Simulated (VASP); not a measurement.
# BaTe (F-43m) in VASP: further runs, part 2 of 2

VASP 6.6.1.

### Step 3. Single point, LDA

This run uses another cell than the first one, of 55.15 Å³/atom.

INCAR

```
SYSTEM = BaTe
PREC = Accurate ; ENCUT = 520
EDIFF = 1E-7 ; ISMEAR = -1
SIGMA = 0.02 ; LREAL = .FALSE.
LASPH = .TRUE. ; NELM = 60
ALGO = Normal ; ISIF = 2
LWAVE = .FALSE. ; LCHARG = .FALSE.
NBANDS = 15
```

KPOINTS

```
Automatic mesh
0
G
  6 6 6
  0 0 0
```

POSCAR

```
BaTe
1.0
    0.0000000000      3.8062932691      3.8062932691
    3.8062932691      0.0000000000      3.8062932691
    3.8062932691      3.8062932691      0.0000000000
Ba Te
1 1
Direct
    0.0000000000      0.0000000000      0.0000000000
    0.2500000000      0.2500000000      0.2500000000
```

Potentials or basis: VASP PAW LDA potentials, release 64 (Ba_sv, Te).

The run is started by

```sh
$ cat potpaw_LDA.64/Ba_sv/POTCAR potpaw_LDA.64/Te/POTCAR > POTCAR
$ mpirun -np 1 vasp_std > vasp.out
```

OUTCAR:

```text
SYSTEM = BaTe
   PREC = Accurate
   ENCUT = 520
   EDIFF = 1E-7
   ISMEAR = -1
   LREAL = .FALSE.
   LASPH = .TRUE.
   NELM = 60
   ISIF = 2

 ion  position               nearest neighbor table
   1  0.000  0.000  0.000-   2 3.30   2 3.30   2 3.30   2 3.30
   2  0.250  0.250  0.250-   1 3.30   1 3.30   1 3.30   1 3.30

  LATTYP: Found a face centered cubic cell.
 ALAT       =     7.6125865382

  Lattice vectors:

 A1 = (   0.0000000000,   3.8062932691,   3.8062932691)
 A2 = (   3.8062932691,   0.0000000000,   3.8062932691)
 A3 = (   3.8062932691,   3.8062932691,   0.0000000000)

Analysis of symmetry for initial positions (statically):
=====================================================================
 Subroutine PRICEL returns:
 Original cell was already a primitive cell.

 Routine SETGRP: Setting up the symmetry group for a
 face centered cubic supercell.

 Subroutine GETGRP returns: Found 24 space group operations
 (whereof 24 operations were pure point group operations)
 out of a pool of 48 trial point group operations.

The static configuration has the point symmetry T_d .

[... 163 lines left out ...]
      5      -8.7325      2.00000
      6      -0.3734      2.00000
      7      -0.3734      2.00000
      8      -0.3734      2.00000
      9       2.6074      0.00000
     10       4.2827      0.00000
     11       4.2827      0.00000
     12       6.4034      0.00000
     13       6.4034      0.00000
     14       6.4034      0.00000
[... 257 lines left out ...]
      2     -11.9484      2.00000
      3     -11.7244      2.00000
      4     -11.7098      2.00000
      5      -8.2195      2.00000
      6      -0.7283      2.00000
      7      -0.1463      2.00000
      8       0.1938      2.00000
      9       2.8881      0.00000
     10       3.9334      0.00000
     11       4.9573      0.00000
     12       5.3373      0.00000
     13       6.0869      0.00000
     14       7.5776      0.00000
     15       7.7556      0.00000

------------------------ aborting loop because EDIFF is reached ----------------------------------------

  FORCE on cell =-STRESS in cart. coord.  units (eV):
  Direction    XX          YY          ZZ          XY          YZ          ZX
  --------------------------------------------------------------------------------------
  -------------------------------------------------------------------------------------
  Total        0.2447842      0.2447842      0.2447842      0.0000000     -0.0000000      0.0000000
  in kB        3.5559633      3.5559633      3.5559633      0.0000000     -0.0000000      0.0000000
  external PRESSURE =       3.5559633 kB  Pullay stress =       0.0000000 kB

 VOLUME and BASIS-vectors are now :
 -----------------------------------------------------------------------------
  energy-cutoff  :      520.00
  volume of cell :      110.29
      direct lattice vectors                 reciprocal lattice vectors
     0.000000000  3.806293269  3.806293269    -0.131361397  0.131361397  0.131361397
     3.806293269  0.000000000  3.806293269     0.131361397 -0.131361397  0.131361397
     3.806293269  3.806293269  0.000000000     0.131361397  0.131361397 -0.131361397

 POSITION                                       TOTAL-FORCE (eV/Angst)
 -----------------------------------------------------------------------------------
      0.00000      0.00000      0.00000        -0.000000     -0.000000     -0.000000
      1.90315      1.90315      1.90315         0.000000      0.000000      0.000000
 -----------------------------------------------------------------------------------
    total drift:                                0.000000      0.000000      0.000000

  FREE ENERGIE OF THE ION-ELECTRON SYSTEM (eV)
  ---------------------------------------------------
  free  energy   TOTEN  =        -8.8659183501 eV

  energy  without entropy=       -8.8659183501  energy(sigma->0) =       -8.86591835
```

stdout:

```text
POSCAR found type information on POSCAR BaTe
 POSCAR found :  2 types and       2 ions
 scaLAPACK will be used
 LDA part: xc-table for (Slater(with rela. corr.)+CA(PZ))
 , standard interpolation
 POSCAR, INCAR and KPOINTS ok, starting setup
 FFT: planning ... GRIDC
 FFT: planning ... GRID_SOFT
 FFT: planning ... GRID
 WAVECAR not read
 entering main loop
```

Run time: 11 s. Hardware: 1 thread of Intel Xeon 6975P-C (Granite Rapids), shared host; peak memory 0.2 GiB.

What came out:

```
Free energy            : -8.8659 eV
Pressure               : 0.4 GPa
Band gap on the k mesh : 2.41 eV (least direct gap 2.69 eV)
```

Caveat: spin-orbit coupling is left out, which moves the levels of the heavy elements.

### Step 4. Single point, PBEsol

This run uses another cell than the first one, of 57.19 Å³/atom.

INCAR

```
SYSTEM = BaTe
PREC     = Accurate       ! precision mode
ENCUT    = 520            ! plane-wave cutoff, eV
EDIFF    = 1E-7           ! SCF threshold, eV
ISMEAR   = -1             ! smearing method
SIGMA    = 0.02           ! smearing width, eV
LREAL    = .FALSE.        ! projectors in reciprocal space
LASPH    = .TRUE.         ! aspherical terms in the spheres
NELM     = 60             ! most SCF steps
ALGO     = Normal         ! electronic algorithm
ISIF     = 2              ! what is computed and relaxed
LWAVE    = .FALSE.        ! write WAVECAR
LCHARG   = .FALSE.        ! write CHGCAR
GGA      = PS             ! functional
NBANDS   = 15             ! bands
```

KPOINTS is that of step 3.

POSCAR

```
BaTe
1.0
    0.0000000000      3.8528184789      3.8528184789
    3.8528184789      0.0000000000      3.8528184789
    3.8528184789      3.8528184789      0.0000000000
Ba Te
1 1
Direct
    0.0000000000      0.0000000000      0.0000000000
    0.2500000000      0.2500000000      0.2500000000
```

Potentials or basis: VASP PAW PBE potentials, release 64 (Ba_sv, Te).

The run is started by

```sh
$ cat potpaw_PBE.64/Ba_sv/POTCAR potpaw_PBE.64/Te/POTCAR > POTCAR
$ mpirun -np 1 vasp_std > vasp.out
```

Wall time 18 s (1 thread of Intel Xeon 6975P-C (Granite Rapids), shared host); peak memory 0.26 GiB.

It converged, with:

```yaml
Free_energy: -8.5272 eV
Pressure: 0.3 GPa
Band_gap_on_the_k_mesh: 2.52 eV (least direct gap 2.83 eV)
```

Levels at points of the mesh, in eV from the valence-band top:
```csv
k point,band 6,band 7,band 8,band 9,band 10,band 11
"(0.00, 0.00, 0.00)",-0.50,-0.50,-0.50,2.52,4.14,4.14
"(0.50, 0.00, 0.00)",-0.76,-0.30,-0.30,3.99,4.35,4.35
"(0.50, 0.50, 0.00)",-1.08,0.00,0.00,2.83,3.90,5.05
```

Caveat: the PAW data sets were made with another functional, which shifts forces and pressure a little; spin-orbit coupling is left out, which moves the levels of the heavy elements.

### Step 5. Single point, PBE

INCAR

```
SYSTEM = BaTe
ALGO     = Normal         ! electronic algorithm
EDIFF    = 1E-6           ! SCF threshold, eV
ENCUT    = 520            ! plane-wave cutoff, eV
GGA      = PE             ! functional
ISIF     = 2              ! what is computed and relaxed
ISMEAR   = -1             ! smearing method
LASPH    = .TRUE.         ! aspherical terms in the spheres
LCHARG   = .TRUE.         ! write CHGCAR
LELF     = .TRUE.         ! ELF
LREAL    = .FALSE.        ! projectors in reciprocal space
LVHAR    = .TRUE.       
LWAVE    = .FALSE.        ! write WAVECAR
NBANDS   = 15             ! bands
NELM     = 100            ! most SCF steps
PREC     = Accurate       ! precision mode
SIGMA    = 0.02           ! smearing width, eV
```

KPOINTS

```
k-points
0
G
  6 6 6
  0 0 0
```

POSCAR

```
BaTe
1.0
    0.0000000000      3.9141586740      3.9141586740
    3.9141586740      0.0000000000      3.9141586740
    3.9141586740      3.9141586740      0.0000000000
Ba Te
1 1
Direct
    0.0000000000      0.0000000000      0.0000000000
    0.2500000000      0.2500000000      0.2500000000
```

The run is started by

```sh
$ cat potpaw_PBE.64/Ba_sv/POTCAR potpaw_PBE.64/Te/POTCAR > POTCAR
$ mpirun -np 1 vasp_std > vasp.out
```

Wall time 18 s (1 thread of Intel Xeon 6975P-C (Granite Rapids), shared host); peak memory 0.26 GiB.

The run converged. Its results:

- Free energy: -8.0909 eV
- Pressure: 0.2 GPa
- Band gap on the k mesh: 2.58 eV (least direct gap 2.92 eV)

Levels at points of the mesh, in eV from the valence-band top:
```csv
k point,band 6,band 7,band 8,band 9,band 10,band 11
"(0.00, 0.00, 0.00)",-0.44,-0.44,-0.44,2.58,4.12,4.12
"(0.50, 0.00, 0.00)",-0.69,-0.25,-0.25,4.00,4.33,4.33
"(0.50, 0.50, 0.00)",-0.97,0.00,0.00,2.92,3.90,4.97
```

Caveat: spin-orbit coupling is left out, which moves the levels of the heavy elements. A k mesh can miss the band edges.

### Step 6. Overview

| level | potentials or basis | cell | k mesh | smearing | gap on the mesh (eV) | pressure (GPa) |
| --- | --- | --- | --- | --- | --- | --- |
| PBE | VASP PAW PBE potentials, release 64 (Ba_sv, Te) | a = 5.535 Å, angles 60.0°, 2 atoms | 4 × 4 × 4 | gaussian 0.01 eV | 2.58 | 0.2 |
| LDA | VASP PAW LDA potentials, release 64 (Ba_sv, Te) | a = 5.383 Å, angles 60.0°, 2 atoms | 6 × 6 × 6 | fermi-dirac 0.02 eV | 2.41 | 0.4 |
| PBEsol | VASP PAW PBE potentials, release 64 (Ba_sv, Te) | a = 5.449 Å, angles 60.0°, 2 atoms | 6 × 6 × 6 | fermi-dirac 0.02 eV | 2.52 | 0.3 |
| PBE | VASP PAW PBE potentials, release 64 (Ba_sv, Te) | a = 5.535 Å, angles 60.0°, 2 atoms | 6 × 6 × 6 | fermi-dirac 0.02 eV | 2.58 | 0.2 |

Alike in all rows: task single point; no spin polarisation; cutoff (eV) 520.

Caveats: spin-orbit coupling is left out, which moves the levels of the heavy elements; the PAW data sets were made with another functional, which shifts forces and pressure a little (at least some runs).

Absolute energies hang on the potentials; compare differences alone.
